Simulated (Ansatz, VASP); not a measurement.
## One calculation of NiI3, two programs

INCAR

```
SYSTEM = NiI3
  PREC = Accurate
  ENCUT = 520
  EDIFF = 1E-6
  ISMEAR = 0
  SIGMA = 0.05
  LREAL = .FALSE.
  LASPH = .TRUE.
  NELM = 150
  ALGO = Normal
  ISIF = 2
  LWAVE = .FALSE.
  LCHARG = .TRUE.
  ISPIN = 2
  MAGMOM = 0.06 0 0 0
  LORBIT = 11
  LMAXMIX = 4
  GGA = PS
  LELF = .TRUE.
  LVHAR = .TRUE.
  NBANDS = 28
```

Contents of KPOINTS:

```
Automatic mesh
0
G
  6 6 6
  0 0 0
```

POSCAR

```
NiI3
1.0
    5.2625132650      0.0000000000      0.0000000000
    0.0000000000      5.2625132650      0.0000000000
    0.0000000000      0.0000000000      5.2625132650
Ni I
1 3
Direct
    0.0000000000      0.0000000000      0.0000000000
    0.5000000000      0.0000000000      0.0000000000
    0.0000000000      0.0000000000      0.5000000000
    0.0000000000      0.5000000000      0.0000000000
```

Input for Ansatz:

```yaml
crystal:
  lattice:
    - [5.262513265, 0.0, 0.0]
    - [0.0, 5.262513265, 0.0]
    - [0.0, 0.0, 5.262513265]
  atoms:
    - { symbol: Ni, position: [0.0, 0.0, 0.0], spin: 0.06 }
    - { symbol: I, position: [0.5, 0.0, 0.0] }
    - { symbol: I, position: [0.0, 0.0, 0.5] }
    - { symbol: I, position: [0.0, 0.5, 0.0] }
basis:
  ecutwfc: 420
  ecutrho_ratio: 4
kpoints:
  mp_grid: { grid: [6, 6, 6] }
hamiltonian:
  xc: pbesol
scf:
  occupations: { method: gaussian, width: 0.05 }
output:
  forces: true
  stress: true
  eigenvalues: true
  populations: true
magnetization:
  spin_polarized: true
```

Alike in both runs: task single point; functional PBEsol; k mesh 6 × 6 × 6; occupations gaussian, width 0.05 eV; collinear spin.

|  | VASP | Ansatz |
| --- | --- | --- |
| version | VASP 6.6.1 | Ansatz 0.2.0 |
| potentials or method | VASP PAW PBE potentials, release 64 (Ni, I), cutoff 520 eV | scalar-relativistic, plane waves, PAW |
| valence electrons in the cell | 31 | 69 |

VASP gave:

| Property | Result |
| --- | --- |
| gap on the k mesh at the Fermi level (eV) | none |
| pressure (GPa) | -0.7 |
| net moment per atom (μB) | 0.00 |
| size of the moment on the site where the two differ most (μB) | 0.00 |

**Question.** Which values does Ansatz return?

**Answer.** gap on the k mesh at the Fermi level (eV): none; pressure (GPa): -0.7; net moment per atom (μB): 0.06; size of the moment on the site where the two differ most (μB): 0.07.

VASP's potentials were made for PBE, not for PBEsol. Site moments also hang on the region over which each program counts them. A gap of «none» marks a metal or a gap that the smearing closes. The functional is the same, so the differences come from potentials, cutoffs and numerics. VASP's potentials hold 31 valence electrons a cell and Ansatz's 69, so a difference there can come from the potentials and not from the codes.

Spin-orbit coupling is off throughout.
